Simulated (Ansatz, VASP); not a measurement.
**AlNi: VASP beside Ansatz**

```
Al Ni
1.0
     1.92240   -1.93678    0.00000
     1.92240    1.93678    0.00000
     0.00000    0.00000    3.07338
Al Ni
1 1
Direct
  0.00000 0.00000 0.00000
  0.50000 0.50000 0.50000
```

Alike in both runs: task single point; functional PBEsol; k mesh 10 × 10 × 9; occupations gaussian, width 0.1 eV; collinear spin.

```csv
,VASP,Ansatz
version,VASP 6.6.1,Ansatz 0.2.0
potentials or method,"VASP PAW PBE potentials, release 64 (Al, Ni), cutoff 520 eV","plane waves, PAW"
valence electrons in the cell,13,21
```

```csv
,VASP,Ansatz,Ansatz less VASP
net moment per atom (μB),0.00,0.00,0.000
```

VASP's potentials were made for PBE, not for PBEsol. VASP's potentials hold 13 valence electrons a cell and Ansatz's 21, so a difference there can come from the potentials and not from the codes. Ansatz's warnings: seeded moment not kept.
